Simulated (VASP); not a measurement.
A run of VASP 6.6.1 is set up as follows.

Contents of INCAR:

```
ALGO = Normal
EDIFF = 1E-7
ENCUT = 520
GGA = PE
ISIF = 2
ISMEAR = -1
LASPH = True
LCHARG = False
LREAL = False
LWAVE = False
NBANDS = 12
NELM = 100
PREC = Accurate
SIGMA = 0.1
```

The input KPOINTS:

```
k-points
0
Gamma
  17 17 17
```

The input POSCAR:

```
Cd
1.0
   -1.5767539585      1.5767539585      1.5767539585
    1.5767539585     -1.5767539585      1.5767539585
    1.5767539585      1.5767539585     -1.5767539585
Cd
1
Direct
    0.0000000000      0.0000000000      0.0000000000
```

Potentials or basis: VASP PAW PBE potentials, release 64 (Cd).

Command:

```bash
$ cat potpaw_PBE.64/Cd/POTCAR > POTCAR
$ mpirun -np 1 vasp_std > vasp.out
```

**Question.** Estimate the band gap on the k mesh.

**Answer.** Zero (bands 6 and 7 overlap by 3.47 eV).

**Question.** Predict the pressure.

**Answer.** 49.5 GPa.

Caveat: the cell stands under pressure.
